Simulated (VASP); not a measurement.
# Br (Cmce) in VASP: a series of runs

Br is run at these levels: PBE; tasks: single point.

All numbers are computed with VASP 6.6.1; they aren't measurements. Logs are shortened: lines on timing, memory, paths and dates and some standing lists are left out, and cuts for length are marked.

### Step 1. The cell of the first run

The structure is orthorhombic, space group Cmce (No. 64). Conventional cell: a = 6.726 Å, b = 4.645 Å, c = 8.702 Å, α = 90.00°, β = 90.00°, γ = 90.00°. Within 3.0 Å of Br (site symmetry m) lie 1 Br at 2.29 Å.

### Step 2. Single point, PBE

Contents of INCAR:

```
PREC = Accurate ; ENCUT = 520
EDIFF = 1E-6 ; ISMEAR = 0
SIGMA = 0.024 ; LREAL = False
LASPH = True ; NELM = 80
ALGO = Normal ; ISIF = 2
LWAVE = False ; LCHARG = False
GGA = PE ; NBANDS = 22
```

Contents of KPOINTS:

```
Automatic mesh
0
Gamma
  7 7 3
```

Contents of POSCAR:

```
Br
1.0
    3.3632500000     -2.3225500000      0.0000000000
    3.3632500000      2.3225500000      0.0000000000
    0.0000000000      0.0000000000      8.7023000000
Br
4
Direct
    0.3651000000      0.6349000000      0.3901000000
    0.1349000000      0.8651000000      0.8901000000
    0.6349000000      0.3651000000      0.6099000000
    0.8651000000      0.1349000000      0.1099000000
```

Potentials or basis: VASP PAW PBE potentials, release 64 (Br).

Run with:

```
> cat potpaw_PBE.64/Br/POTCAR > POTCAR
> mpirun -np 1 vasp_std > vasp.out
```

OUTCAR:

```text
PREC = Accurate
   ENCUT = 520
   EDIFF = 1E-6
   ISMEAR = 0
   LREAL = False
   LASPH = True
   NELM = 80
   ISIF = 2
   GGA = PE

 ion  position               nearest neighbor table
   1  0.365  0.635  0.390-   3 2.29
   2  0.135  0.865  0.890-   4 2.29
   3  0.635  0.365  0.610-   1 2.29
   4  0.865  0.135  0.110-   2 2.29

  LATTYP: Found a base centered orthorhombic cell.
 ALAT       =     4.6451000000
 B/A-ratio  =     1.4480850789
 C/A-ratio  =     1.8734365245

  Lattice vectors:

 A1 = (  -3.3632500000,  -2.3225500000,   0.0000000000)
 A2 = (   3.3632500000,  -2.3225500000,   0.0000000000)
 A3 = (   0.0000000000,   0.0000000000,   8.7023000000)

Analysis of symmetry for initial positions (statically):
=====================================================================
 Subroutine PRICEL returns:
 Original cell was already a primitive cell.

 Routine SETGRP: Setting up the symmetry group for a
 base centered orthorhombic supercell.

 Subroutine GETGRP returns: Found  8 space group operations
 (whereof  4 operations were pure point group operations)
 out of a pool of  8 trial point group operations.

The static configuration has the point symmetry C_2h.
 The point group associated with its full space group is D_2h.

Analysis of symmetry for dynamics (positions and initial velocities):
=====================================================================
 Subroutine PRICEL returns:
 Original cell was already a primitive cell.

 Routine SETGRP: Setting up the symmetry group for a
 base centered orthorhombic supercell.

 Subroutine GETGRP returns: Found  8 space group operations
 (whereof  4 operations were pure point group operations)
 out of a pool of  8 trial point group operations.

The dynamic configuration has the point symmetry C_2h.
 The point group associated with its full space group is D_2h.

 Subroutine INISYM returns: Found  8 space group operations
 (whereof  4 operations are pure point group operations),
 and found     1 'primitive' translations

----------------------------------------------------------------------------------------

                                     Primitive cell

  volume of cell :     135.9528

  direct lattice vectors                    reciprocal lattice vectors
     3.363250000 -2.322550000  0.000000000     0.148665725 -0.215280618  0.000000000
     3.363250000  2.322550000  0.000000000     0.148665725  0.215280618  0.000000000
     0.000000000  0.000000000  8.702300000     0.000000000  0.000000000  0.114912150

  length of vectors
     4.087259359  4.087259359  8.702300000     0.261624239  0.261624239  0.114912150

  position of ions in fractional coordinates (direct lattice)
     0.365100000  0.634900000  0.390100000
     0.134900000  0.865100000  0.890100000
     0.634900000  0.365100000  0.609900000
     0.865100000  0.134900000  0.109900000

  ion indices of the primitive-cell ions
   primitive index   ion index
                 1           1
                 2           2
                 3           3
                 4           4

----------------------------------------------------------------------------------------

 KPOINTS: Automatic mesh

Automatic generation of k-mesh.
 Grid dimensions read from file:
 generate k-points for:    7    7    3

 Generating k-lattice:

  Cartesian coordinates                     Fractional coordinates (reciprocal lattice)
     0.021237961 -0.030754374  0.000000000     0.142857143  0.000000000  0.000000000
     0.021237961  0.030754374  0.000000000     0.000000000  0.142857143  0.000000000
     0.000000000  0.000000000  0.038304050     0.000000000  0.000000000  0.333333333

  Length of vectors
     0.037374891  0.037374891  0.038304050

  Shift w.r.t. Gamma in fractional coordinates (k-lattice)
     0.000000000  0.000000000  0.000000000

 Subroutine IBZKPT returns following result:
 ===========================================

 Found     32 irreducible k-points:

 Following reciprocal coordinates:
            Coordinates               Weight
  0.000000  0.000000  0.000000      1.000000
  0.142857 -0.000000  0.000000      4.000000
  0.285714  0.000000  0.000000      4.000000
  0.428571  0.000000  0.000000      4.000000
  0.142857  0.142857  0.000000      2.000000
  0.285714  0.142857  0.000000      4.000000
[... 16 lines left out ...]
  0.428571  0.142857  0.333333      8.000000
 -0.428571  0.142857  0.333333      8.000000
 [... further k-points ...]
   k-points           NKPTS =     32   k-points in BZ     NKDIM =     32   number of bands    NBANDS=     22
   number of dos      NEDOS =    301   number of ions     NIONS =      4
   total plane-waves  NPLWV =  63000
   dimension x,y,z NGX =    30 NGY =   30 NGZ =   70
   dimension x,y,z NGXF=    60 NGYF=   60 NGZF=  140
   ions per type =               4
   NGX,Y,Z   is equivalent  to a cutoff of  12.20, 12.20, 13.37 a.u.
   NGXF,Y,Z  is equivalent  to a cutoff of  24.40, 24.40, 26.75 a.u.
 SYSTEM =  unknown system
   PREC   = accura    normal or accurate (medium, high low for compatibility)
   ISTART =      0    job   : 0-new  1-cont  2-samecut
   ICHARG =      2    charge: 1-file 2-atom 10-const
   ISPIN  =      1    spin polarized calculation?
   LNONCOLLINEAR =      F non collinear calculations
   LSORBIT =      F    spin-orbit coupling
   LASPH  =      T    aspherical Exc in radial PAW
   ENCUT  =  520.0 eV  38.22 Ry    6.18 a.u.   7.60  7.60 16.18*2*pi/ulx,y,z
   NELM   =     80;   NELMIN=  2; NELMDL= -5     # of ELM steps
   EDIFF  = 0.1E-05   stopping-criterion for ELM
   LREAL  =      F    real-space projection
   EDIFFG = 0.1E-04   stopping-criterion for IOM
   NSW    =      0    number of steps for IOM
   IBRION =     -1    ionic relax: 0-MD 1-quasi-New 2-CG
   NFREE  =      0    steps in history (QN), initial steepest desc. (CG)
   ISIF   =      2    stress and relaxation
   ISYM   =      2    0-nonsym 1-usesym 2-fastsym
   POTIM  = 0.5000    time-step for ionic-motion
   TEBEG  =    0.0;   TEEND  =   0.0 temperature during run
   PSTRESS=    0.0 pullay stress
   NELECT =      28.0000    total number of electrons
   NUPDOWN=      -1.0000    fix difference up-down
   EMIN   =  10.00;   EMAX   =-10.00  energy-range for DOS
   EFERMI =   0.00;   METHOD = LEGACY
   ISMEAR =     0;   SIGMA  =   0.02  broadening in eV -4-tet -1-fermi 0-gaus
   EFERMI_NEDOS =   21; number of points for ismear=-14 and -15
   IALGO  =     38    algorithm
   IMIX   =      4    mixing-type and parameters
     AMIX     =   0.40;   BMIX     =  1.00
     AMIX_MAG =   1.60;   BMIX_MAG =  1.00
  volume/ion in A,a.u.               =      33.99       229.36
  Fermi-wavevector in a.u.,A,eV,Ry     =   0.966788  1.826965 12.717090  0.934680
  Thomas-Fermi vector in A             =   2.096619
   LORBIT       =      0    0 simple, 1 ext, 2 COOP (PROOUT), +10 PAW based schemes
   GGA     = PE    functional components
   LHFCALC =     F    Hartree Fock is set to
   AEXX    =    0.0000 exact exchange contribution
   IVDW    =     0    specifies the selected vdW correction
   LEPSILON=     F    determine dielectric tensor
   LRPA    =     F    only Hartree local field effects (RPA)
 non-spin polarized calculation
 Gauss-broadening in eV      SIGMA  =   0.02
  energy-cutoff  :      520.00
  volume of cell :      135.95
 maximum number of plane-waves:      3697
   NGX = 15   NGY = 15   NGZ = 33

 number of electron      27.9999999 magnetization

 Free energy of the ion-electron system (eV)
  ---------------------------------------------------
  ext. energy  EPLUGINS =         0.00000000
  ---------------------------------------------------
  free energy    TOTEN  =        -6.37235156 eV

  energy without entropy =       -6.37235156  energy(sigma->0) =       -6.37235156

 E-fermi :  -0.2445     XC(G=0):  -7.8583

 val. band max:       -0.3594527865   @ k =  -0.4286   0.4286   0.0000
 cond. band min:       1.5447527299   @ k =   0.0000   0.0000   0.0000
 fundamental gap:      1.9042055164
 Fermi energy:        -0.2445206038

 k-point     1 :       0.0000    0.0000    0.0000
  band No.  band energies     occupation
      1     -16.2661      2.00000
      2     -15.9521      2.00000
      3     -13.4408      2.00000
      4     -12.7735      2.00000
      5      -5.2588      2.00000
      6      -4.2631      2.00000
[... 14 lines left out ...]
     21       8.7058      0.00000
     22       8.9623      0.00000

 k-point     2 :       0.1429   -0.0000    0.0000
  band No.  band energies     occupation
      1     -16.2246      2.00000
      2     -15.9386      2.00000
      3     -13.4088      2.00000
      4     -12.8104      2.00000
      5      -5.2595      2.00000
      6      -4.3528      2.00000
[... 14 lines left out ...]
     21       8.5911      0.00000
     22       9.0022      0.00000

 k-point     3 :       0.2857    0.0000    0.0000
  band No.  band energies     occupation
      1     -16.1196      2.00000
      2     -15.9168      2.00000
      3     -13.3211      2.00000
      4     -12.9120      2.00000
      5      -5.2565      2.00000
      6      -4.6227      2.00000
[... 14 lines left out ...]
     21       8.8181      0.00000
     22       9.4906      0.00000

 k-point     4 :       0.4286    0.0000    0.0000
  band No.  band energies     occupation
      1     -16.0025      2.00000
      2     -15.9286      2.00000
      3     -13.1961      2.00000
      4     -13.0517      2.00000
      5      -5.1887      2.00000
      6      -4.9644      2.00000
[... 14 lines left out ...]
     21       9.2617      0.00000
     22      10.4403      0.00000

 k-point     5 :       0.1429    0.1429    0.0000
  band No.  band energies     occupation
      1     -16.2249      2.00000
      2     -15.9234      2.00000
      3     -13.4081      2.00000
      4     -12.7750      2.00000
      5      -5.2279      2.00000
      6      -4.3103      2.00000
[... 14 lines left out ...]
     21       9.1618      0.00000
     22       9.1696      0.00000

 k-point     6 :       0.2857    0.1429    0.0000
  band No.  band energies     occupation
      1     -16.1546      2.00000
      2     -15.8929      2.00000
      3     -13.3526      2.00000
      4     -12.8169      2.00000
      5      -5.2087      2.00000
      6      -4.4406      2.00000
[... 14 lines left out ...]
     21       8.5851      0.00000
     22       9.3628      0.00000

 k-point     7 :       0.4286    0.1429    0.0000
  band No.  band energies     occupation
      1     -16.0509      2.00000
      2     -15.8826      2.00000
      3     -13.2610      2.00000
      4     -12.9312      2.00000
      5      -5.1923      2.00000
      6      -4.7372      2.00000
[... 324 lines left out ...]
      6      -4.8983      2.00000
[... 14 lines left out ...]
     21       9.3236      0.00000
     22       9.7103      0.00000

 k-point    21 :       0.1429    0.1429    0.3333
  band No.  band energies     occupation
      1     -16.1585      2.00000
      2     -16.0091      2.00000
      3     -13.2440      2.00000
      4     -12.9291      2.00000
      5      -5.0428      2.00000
      6      -4.6050      2.00000
[... 14 lines left out ...]
     21       9.0217      0.00000
     22       9.2880      0.00000

 k-point    22 :       0.2857    0.1429    0.3333
  band No.  band energies     occupation
      1     -16.0960      2.00000
      2     -15.9661      2.00000
      3     -13.2141      2.00000
      4     -12.9474      2.00000
      5      -5.0499      2.00000
      6      -4.6740      2.00000
[... 14 lines left out ...]
     21       8.8264      0.00000
     22       9.0628      0.00000

 k-point    23 :       0.4286    0.1429    0.3333
  band No.  band energies     occupation
      1     -16.0116      2.00000
      2     -15.9277      2.00000
      3     -13.1770      2.00000
      4     -13.0124      2.00000
      5      -5.0547      2.00000
      6      -4.7942      2.00000
[... 14 lines left out ...]
     21       8.6312      0.00000
     22       9.1392      0.00000

 k-point    24 :      -0.4286    0.1429    0.3333
  band No.  band energies     occupation
      1     -15.9561      2.00000
      2     -15.9381      2.00000
      3     -13.1333      2.00000
      4     -13.1007      2.00000
      5      -4.9839      2.00000
      6      -4.9384      2.00000
[... 14 lines left out ...]
     21       9.3184      0.00000
     22       9.5126      0.00000

 [... further k-points ...]
[... 5 lines left out ...]
  --------------------------------------------------------------------------------------
  -------------------------------------------------------------------------------------
  Total        1.0303005      1.0965687      2.5857273      0.0000000      0.0000000      0.0000000
  in kB       12.1418879     12.9228452     30.4722863      0.0000000      0.0000000      0.0000000
  external PRESSURE =      18.5123398 kB  Pullay stress =       0.0000000 kB

 VOLUME and BASIS-vectors are now :
 -----------------------------------------------------------------------------
  energy-cutoff  :      520.00
  volume of cell :      135.95
      direct lattice vectors                 reciprocal lattice vectors
     3.363250000 -2.322550000  0.000000000     0.148665725 -0.215280618  0.000000000
     3.363250000  2.322550000  0.000000000     0.148665725  0.215280618  0.000000000
     0.000000000  0.000000000  8.702300000     0.000000000  0.000000000  0.114912150

 POSITION                                       TOTAL-FORCE (eV/Angst)
 -----------------------------------------------------------------------------------
      3.36325      0.62662      3.39477         0.000000      0.423535     -0.773725
      3.36325      1.69593      7.74592         0.000000     -0.423535     -0.773725
      3.36325     -0.62662      5.30753         0.000000     -0.423535      0.773725
      3.36325     -1.69593      0.95638         0.000000      0.423535      0.773725
 -----------------------------------------------------------------------------------
    total drift:                               -0.000000      0.000000      0.000000

  FREE ENERGIE OF THE ION-ELECTRON SYSTEM (eV)
  ---------------------------------------------------
  free  energy   TOTEN  =        -6.3723515639 eV

  energy  without entropy=       -6.3723515639  energy(sigma->0) =       -6.37235156
```

It took 37 s on 1 thread of Intel Xeon 6975P-C (Granite Rapids), shared host; peak memory 0.26 GiB.

Results:

```yaml
Free_energy: -6.3724 eV
Pressure: 1.9 GPa
Largest_force: 0.882 eV/Å
Band_gap_on_the_k_mesh: 1.90 eV (least direct gap 1.92 eV)
```

Forces in eV/Å, atoms in the order of the input:
```
Br   0.000  0.424 -0.774
Br   0.000 -0.424 -0.774
Br   0.000 -0.424  0.774
Br   0.000  0.424  0.774
```

Stress tensor (GPa, compression positive):
```
1.21 0.00 0.00
0.00 1.29 0.00
0.00 0.00 3.05
```

Levels at points of the mesh, in eV from the valence-band top:
```tsv
k point	band 11	band 12	band 13	band 14	band 15	band 16	band 17	band 18
(0.00, 0.00, 0.00)	-0.91	-0.34	-0.06	-0.02	1.90	2.65	6.00	6.69
```

Caveat: this functional lacks dispersion, which holds the molecules together, so the pressure and a relaxed volume are unreliable; an odd mesh through Γ misses points on the zone boundary, where band edges can lie.

[end of part 1 of 2]
